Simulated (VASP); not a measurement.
# HC10 in VASP: a series of runs

Runs on HC10. Level: PBE. Tasks: single point.

All numbers are computed with VASP 6.6.1; they aren't measurements. Logs are shortened: lines on timing, memory, paths and dates and some standing lists are left out, and cuts for length are marked.

### 1 The cell of the first run

The cell holds a wire or tube with vacuum around it, 22 atoms: a = 8.544 Å, b = 8.872 Å, c = 22.779 Å, α = 90.00°, β = 90.00°, γ = 103.93°.

### 2 Single point, PBE

Input file INCAR:

```
  PREC = Accurate
  ENCUT = 520
  EDIFF = 1E-6
  ISMEAR = 0
  SIGMA = 0.1
  LREAL = Auto
  LASPH = T
  NELM = 100
  ALGO = Normal
  ISIF = 2
  LWAVE = F
  LCHARG = F
  LDIPOL = T
  IDIPOL = 3
  DIPOL = 0.5 0.5 0.293
  GGA = PE
  NBANDS = 58
```

Input file KPOINTS:

```
regular mesh
0
Gamma
  4 3 1
```

Input file POSCAR:

```
HC10
1.0
    8.5436715410      0.0000000000      0.0000000000
   -2.1359178852      8.6110540228      0.0000000000
    0.0000000000      0.0000000000     22.7788015587
C H
20 2
Direct
    0.0782061927      0.9794914374      0.1756018634
    0.5782061927      0.9794914374      0.1756018634
    0.4115395260      0.9794914374      0.1756018634
    0.9115395260      0.9794914374      0.1756018634
    0.3230790520      0.9589828748      0.2291807119
    0.8230790520      0.9589828748      0.2291807119
    0.1564123854      0.9589828748      0.2291807119
    0.6564123854      0.9589828748      0.2291807119
    0.0669021191      0.9383827998      0.2826780623
    0.5669021191      0.9383827998      0.2826780623
    0.4022889535      0.9383826011      0.2826780666
    0.9022889535      0.9383826011      0.2826780666
    0.3111130358      0.9176686260      0.3364248459
    0.8111130358      0.9176686260      0.3364248459
    0.1477209834      0.9176686383      0.3364247639
    0.6477209834      0.9176686383      0.3364247639
    0.0473696299      0.8987954532      0.3853929922
    0.5473696299      0.8987954532      0.3853929922
    0.4020260968      0.8987947219      0.3853934781
    0.9020260968      0.8987947219      0.3853934781
    0.1530087068      0.2321282990      0.4051482018
    0.4146058421      0.2321282990      0.4051482018
```

Potentials or basis: VASP PAW PBE potentials, release 64 (C, H).

The run is started by

```console
$ cat potpaw_PBE.64/C/POTCAR potpaw_PBE.64/H/POTCAR > POTCAR
$ mpirun -np 1 vasp_std > vasp.out
```

OUTCAR:

```text
PREC = Accurate
   ENCUT = 520
   EDIFF = 1E-6
   ISMEAR = 0
   LREAL = Auto
   LASPH = T
   NELM = 100
   ISIF = 2
   GGA = PE

 ion  position               nearest neighbor table
   1  0.078  0.979  0.176-   7 1.42   4 1.42
   2  0.578  0.979  0.176-   8 1.42   3 1.42
   3  0.412  0.979  0.176-   5 1.42   2 1.42
   4  0.912  0.979  0.176-   6 1.42   1 1.42
   5  0.323  0.959  0.229-   7 1.42   3 1.42  11 1.43
   6  0.823  0.959  0.229-   8 1.42   4 1.42  12 1.43
   7  0.156  0.959  0.229-   5 1.42   1 1.42   9 1.43
   8  0.656  0.959  0.229-   6 1.42   2 1.42  10 1.43
   9  0.067  0.938  0.283-  12 1.41   7 1.43  15 1.44
  10  0.567  0.938  0.283-  11 1.41   8 1.43  16 1.44
  11  0.402  0.938  0.283-  10 1.41   5 1.43  13 1.44
  12  0.902  0.938  0.283-   9 1.41   6 1.43  14 1.44
  13  0.311  0.918  0.336-  19 1.39  15 1.40  11 1.44
  14  0.811  0.918  0.336-  20 1.39  16 1.40  12 1.44
  15  0.148  0.918  0.336-  17 1.39  13 1.40   9 1.44
  16  0.648  0.918  0.336-  18 1.39  14 1.40  10 1.44
  17  0.047  0.899  0.385-  20 1.24  15 1.39
  18  0.547  0.899  0.385-  19 1.24  16 1.39
  19  0.402  0.899  0.385-  18 1.24  13 1.39
  20  0.902  0.899  0.385-  17 1.24  14 1.39
  21  0.153  0.232  0.405-
  22  0.415  0.232  0.405-

  LATTYP: Found a simple monoclinic cell.
 ALAT       =     8.5436715410
 B/A-ratio  =     2.6661607307
 C/A-ratio  =     1.0384295168
 COS(beta)  =    -0.2407481644

  Lattice vectors:

 A1 = (   8.5436715410,   0.0000000000,   0.0000000000)
 A2 = (   0.0000000000,   0.0000000000, -22.7788015587)
 A3 = (  -2.1359178852,   8.6110540228,   0.0000000000)

Analysis of symmetry for initial positions (statically):
=====================================================================
 Subroutine PRICEL returns:
 Original cell was already a primitive cell.

 Routine SETGRP: Setting up the symmetry group for a
 simple monoclinic supercell.

 Subroutine GETGRP returns: Found  1 space group operations
 (whereof  1 operations were pure point group operations)
 out of a pool of  4 trial point group operations.

The static configuration has the point symmetry C_1 .

Analysis of symmetry for dynamics (positions and initial velocities):
=====================================================================
 Subroutine PRICEL returns:
 Original cell was already a primitive cell.

 Routine SETGRP: Setting up the symmetry group for a
 simple monoclinic supercell.

 Subroutine GETGRP returns: Found  1 space group operations
 (whereof  1 operations were pure point group operations)
 out of a pool of  4 trial point group operations.

The dynamic configuration has the point symmetry C_1 .

 Subroutine INISYM returns: Found  1 space group operations
 (whereof  1 operations are pure point group operations),
 and found     1 'primitive' translations

----------------------------------------------------------------------------------------

                                     Primitive cell

  volume of cell :    1675.8368

  direct lattice vectors                    reciprocal lattice vectors
     8.543671541  0.000000000  0.000000000     0.117045698  0.029032451  0.000000000
    -2.135917885  8.611054023  0.000000000     0.000000000  0.116129802  0.000000000
     0.000000000  0.000000000 22.778801559     0.000000000  0.000000000  0.043900466

  length of vectors
     8.543671541  8.872000710 22.778801559     0.120592614  0.116129802  0.043900466

  position of ions in fractional coordinates (direct lattice)
     0.078206193  0.979491437  0.175601863
     0.578206193  0.979491437  0.175601863
     0.411539526  0.979491437  0.175601863
     0.911539526  0.979491437  0.175601863
     0.323079052  0.958982875  0.229180712
     0.823079052  0.958982875  0.229180712
[... 14 lines left out ...]
     0.153008707  0.232128299  0.405148202
     0.414605842  0.232128299  0.405148202

  ion indices of the primitive-cell ions
   primitive index   ion index
                 1           1
                 2           2
                 3           3
                 4           4
                 5           5
                 6           6
[... 14 lines left out ...]
                21          21
                22          22

----------------------------------------------------------------------------------------

 KPOINTS: regular mesh

Automatic generation of k-mesh.
 Grid dimensions read from file:
 generate k-points for:    4    3    1

 Generating k-lattice:

  Cartesian coordinates                     Fractional coordinates (reciprocal lattice)
     0.029261425  0.007258113  0.000000000     0.250000000 -0.000000000  0.000000000
     0.000000000  0.038709934  0.000000000     0.000000000  0.333333333  0.000000000
     0.000000000  0.000000000  0.043900466     0.000000000  0.000000000  1.000000000

  Length of vectors
     0.030148154  0.038709934  0.043900466

  Shift w.r.t. Gamma in fractional coordinates (k-lattice)
     0.000000000  0.000000000  0.000000000

 Subroutine IBZKPT returns following result:
 ===========================================

 Found      7 irreducible k-points:

 Following reciprocal coordinates:
            Coordinates               Weight
  0.000000  0.000000  0.000000      1.000000
  0.250000  0.000000  0.000000      2.000000
  0.500000  0.000000  0.000000      1.000000
  0.000000  0.333333  0.000000      2.000000
  0.250000  0.333333  0.000000      2.000000
  0.500000  0.333333  0.000000      2.000000
 -0.250000  0.333333  0.000000      2.000000
   k-points           NKPTS =      7   k-points in BZ     NKDIM =      7   number of bands    NBANDS=     58
   number of dos      NEDOS =    301   number of ions     NIONS =     22
   total plane-waves  NPLWV = 806400
   dimension x,y,z NGX =    64 NGY =   70 NGZ =  180
   dimension x,y,z NGXF=   128 NGYF=  140 NGZF=  360
   ions per type =              20   2
   NGX,Y,Z   is equivalent  to a cutoff of  12.45, 13.12, 13.14 a.u.
   NGXF,Y,Z  is equivalent  to a cutoff of  24.91, 26.23, 26.27 a.u.
 SYSTEM =  unknown system
   PREC   = accura    normal or accurate (medium, high low for compatibility)
   ISTART =      0    job   : 0-new  1-cont  2-samecut
   ICHARG =      2    charge: 1-file 2-atom 10-const
   ISPIN  =      1    spin polarized calculation?
   LNONCOLLINEAR =      F non collinear calculations
   LSORBIT =      F    spin-orbit coupling
   LASPH  =      T    aspherical Exc in radial PAW
   ENCUT  =  520.0 eV  38.22 Ry    6.18 a.u.  15.89 16.50 42.35*2*pi/ulx,y,z
   NELM   =    100;   NELMIN=  2; NELMDL= -5     # of ELM steps
   EDIFF  = 0.1E-05   stopping-criterion for ELM
   LREAL  =      T    real-space projection
   EDIFFG = 0.1E-04   stopping-criterion for IOM
   NSW    =      0    number of steps for IOM
   IBRION =     -1    ionic relax: 0-MD 1-quasi-New 2-CG
   NFREE  =      0    steps in history (QN), initial steepest desc. (CG)
   ISIF   =      2    stress and relaxation
   ISYM   =      2    0-nonsym 1-usesym 2-fastsym
   POTIM  = 0.5000    time-step for ionic-motion
   TEBEG  =    0.0;   TEEND  =   0.0 temperature during run
   PSTRESS=    0.0 pullay stress
   NELECT =      82.0000    total number of electrons
   NUPDOWN=      -1.0000    fix difference up-down
   EMIN   =  10.00;   EMAX   =-10.00  energy-range for DOS
   EFERMI =   0.00;   METHOD = LEGACY
   ISMEAR =     0;   SIGMA  =   0.10  broadening in eV -4-tet -1-fermi 0-gaus
   EFERMI_NEDOS =   21; number of points for ismear=-14 and -15
   IALGO  =     38    algorithm
   IMIX   =      4    mixing-type and parameters
     AMIX     =   0.40;   BMIX     =  1.00
     AMIX_MAG =   1.60;   BMIX_MAG =  1.00
  volume/ion in A,a.u.               =      76.17       514.05
  Fermi-wavevector in a.u.,A,eV,Ry     =   0.598782  1.131534  4.878234  0.358540
  Thomas-Fermi vector in A             =   1.650017
   LORBIT       =      0    0 simple, 1 ext, 2 COOP (PROOUT), +10 PAW based schemes
   GGA     = PE    functional components
   LHFCALC =     F    Hartree Fock is set to
   AEXX    =    0.0000 exact exchange contribution
   IVDW    =     0    specifies the selected vdW correction
   LEPSILON=     F    determine dielectric tensor
   LRPA    =     F    only Hartree local field effects (RPA)
 non-spin polarized calculation
 Gauss-broadening in eV      SIGMA  =   0.10
  energy-cutoff  :      520.00
  volume of cell :     1675.84
 maximum number of plane-waves:     45188
   NGX = 31   NGY = 33   NGZ = 85

 dipolmoment           0.000000      0.000000      0.008224 electrons x Angstroem

 number of electron      82.0000000 magnetization

 dipolmoment           0.000000      0.000000     -0.195196 electrons x Angstroem

 Free energy of the ion-electron system (eV)
  ---------------------------------------------------
  ext. energy  EPLUGINS =         0.00000000
  ---------------------------------------------------
  free energy    TOTEN  =      -167.07881887 eV

  energy without entropy =     -167.07156802  energy(sigma->0) =     -167.07519344

 E-fermi :  -4.7892     XC(G=0):  -1.9306

 val. band max:       -4.9089916729   @ k =   0.0000   0.0000   0.0000
 cond. band min:      -4.6480509459   @ k =  -0.2500   0.3333   0.0000
 fundamental gap:      0.2609407269
 Fermi energy:        -4.7891661509

 k-point     1 :       0.0000    0.0000    0.0000
  band No.  band energies     occupation
      1     -23.2392      2.00000
      2     -21.9513      2.00000
      3     -21.6752      2.00000
      4     -21.4295      2.00000
      5     -20.2553      2.00000
      6     -19.8268      2.00000
[... 45 lines left out ...]
     52      -0.1393      0.00000
     53       0.4901      0.00000

 k-point     2 :       0.2500    0.0000    0.0000
  band No.  band energies     occupation
      1     -23.1496      2.00000
      2     -22.4425      2.00000
      3     -21.3459      2.00000
      4     -21.0571      2.00000
      5     -20.6142      2.00000
      6     -19.2991      2.00000
[... 272 lines left out ...]
 k-point     7 :      -0.2500    0.3333    0.0000
  band No.  band energies     occupation
      1     -23.1495      2.00000
      2     -22.4425      2.00000
      3     -21.3459      2.00000
      4     -21.0571      2.00000
      5     -20.6141      2.00000
      6     -19.2991      2.00000
[... 45 lines left out ...]
     52       0.1615      0.00000
     53       0.7305      0.00000
 [bands above 53 left out]

------------------------ aborting loop because EDIFF is reached ----------------------------------------

 vacuum level on the upper side and lower side of the slab       (xc-potential included)        -0.313         0.177

  FORCE on cell =-STRESS in cart. coord.  units (eV):
  Direction    XX          YY          ZZ          XY          YZ          ZX
  --------------------------------------------------------------------------------------
  -------------------------------------------------------------------------------------
  Total       -6.7268210     -0.6061474     -5.1518952      0.0598092      0.7436165      0.0526832
  in kB       -6.4311512     -0.5795049     -4.9254495      0.0571804      0.7109317      0.0503675
  external PRESSURE =      -3.9787019 kB  Pullay stress =       0.0000000 kB

 VOLUME and BASIS-vectors are now :
 -----------------------------------------------------------------------------
  energy-cutoff  :      520.00
  volume of cell :     1675.84
      direct lattice vectors                 reciprocal lattice vectors
     8.543671541  0.000000000  0.000000000     0.117045698  0.029032451  0.000000000
    -2.135917885  8.611054023  0.000000000     0.000000000  0.116129802  0.000000000
     0.000000000  0.000000000 22.778801559     0.000000000  0.000000000  0.043900466

 POSITION                                       TOTAL-FORCE (eV/Angst)
 -----------------------------------------------------------------------------------
     -1.42395      8.43445      4.00000        -6.804118     -0.159323      1.123889
      2.84789      8.43445      4.00000        -6.806903     -0.160907      1.120911
      1.42395      8.43445      4.00000         6.809706     -0.162371      1.120450
      5.69578      8.43445      4.00000         6.799284     -0.163250      1.125977
      0.71197      8.25785      5.22046        -0.451970      0.166541     -1.146043
      4.98381      8.25785      5.22046        -0.431466      0.168648     -1.159275
[... 14 lines left out ...]
      0.81145      1.99887      9.22879         1.901183     -0.066468      0.005652
      3.04645      1.99887      9.22879        -1.876124     -0.055418     -0.004634
 -----------------------------------------------------------------------------------
    total drift:                               -0.025880     -0.001127      0.048221

  FREE ENERGIE OF THE ION-ELECTRON SYSTEM (eV)
  ---------------------------------------------------
  free  energy   TOTEN  =      -167.0788188701 eV

  energy  without entropy=     -167.0715680178  energy(sigma->0) =     -167.07519344

 vacuum level on the upper side and lower side of the slab         0.863         1.348
```

Wall time 19 min (1 thread of AMD EPYC 9R45 (Zen 5), shared host); peak memory 1.6 GiB.

Results:

```yaml
Free_energy: -167.0788 eV
Largest_force: 6.903 eV/Å
Band_gap_on_the_k_mesh: 0.26 eV (least direct gap 0.38 eV)
```

Forces on the atoms (eV/Å):
```
C   -6.804 -0.159  1.124
C   -6.807 -0.161  1.121
C    6.810 -0.162  1.120
C    6.799 -0.163  1.126
C   -0.452  0.167 -1.146
C   -0.431  0.169 -1.159
C    0.458  0.166 -1.155
C    0.439  0.167 -1.153
C   -0.003  0.004  0.006
C   -0.027  0.018 -0.022
C    0.019  0.009 -0.019
C    0.024  0.020 -0.013
C   -0.191 -0.020 -0.030
C   -0.016 -0.051  0.048
C    0.153 -0.056 -0.033
C    0.007 -0.039  0.069
C    0.070  0.105  0.031
C    0.106  0.006 -0.003
C   -0.036  0.096  0.078
C   -0.143  0.009  0.009
H    1.901 -0.066  0.006
H   -1.876 -0.055 -0.005
```

### 3 Single point, PBE

Input file INCAR:

```
SYSTEM = HC10
PREC = Accurate
ENCUT = 520
EDIFF = 1E-6
ISMEAR = 0
SIGMA = 0.1
LREAL = Auto
LASPH = .TRUE.
NELM = 80
ALGO = Normal
ISIF = 2
LWAVE = .FALSE.
LCHARG = .FALSE.
LDIPOL = .TRUE.
IDIPOL = 3
DIPOL = 0.5 0.5 0.294
GGA = PE
NBANDS = 58
```

Input file KPOINTS:

```
regular mesh
0
G
  4 3 1
  0 0 0
```

Edit POSCAR of step 2 so:

```diff
@@ -28,3 +28,3 @@
     0.9020260968      0.8987947219      0.3853934781
-    0.1530087068      0.2321282990      0.4051482018
-    0.4146058421      0.2321282990      0.4051482018
+    0.2300247762      0.2321282990      0.4191963509
+    0.3375897728      0.2321282990      0.4191963509
```

Potentials or basis: VASP PAW PBE potentials, release 64 (C, H).

The run is started by

```console
$ cat potpaw_PBE.64/C/POTCAR potpaw_PBE.64/H/POTCAR > POTCAR
$ mpirun -np 1 vasp_std > vasp.out
```

Run time: 24 min. Hardware: 1 thread of Intel Xeon Platinum 8488C (Sapphire Rapids), shared host; peak memory 1.6 GiB.

The run converged. Its results:

```
Free energy            : -171.7606 eV
Largest force          : 6.912 eV/Å
Band gap on the k mesh : 0.26 eV (least direct gap 0.36 eV)
```

Forces on the atoms (eV/Å):
```
C   -6.819 -0.159  1.122
C   -6.818 -0.159  1.122
C    6.818 -0.161  1.123
C    6.817 -0.161  1.123
C   -0.452  0.166 -1.157
C   -0.450  0.166 -1.158
C    0.458  0.165 -1.158
C    0.455  0.165 -1.159
C   -0.008  0.002 -0.006
C   -0.012  0.003 -0.014
C    0.019  0.008 -0.012
C    0.017  0.007 -0.016
C   -0.110 -0.020  0.013
C   -0.086 -0.010  0.011
C    0.094 -0.023  0.011
C    0.077 -0.003  0.013
C   -0.016 -0.010  0.010
C   -0.005 -0.004  0.041
C    0.006 -0.002  0.028
C    0.003 -0.008  0.050
H    3.532  0.016  0.008
H   -3.522  0.022  0.008
```

Levels at points of the mesh, in eV from the valence-band top:
```
           k point  band 37  band 38  band 39  band 40  band 41  band 42  band 43  band 44  band 45  band 46
(0.00, 0.00, 0.00)    -1.40    -1.10    -0.83    -0.73     0.00     0.65     1.06     1.20     1.34     2.10
(0.50, 0.00, 0.00)    -1.75    -1.02    -1.02    -1.00    -1.00     0.75     0.75     1.69     1.70     2.95
```
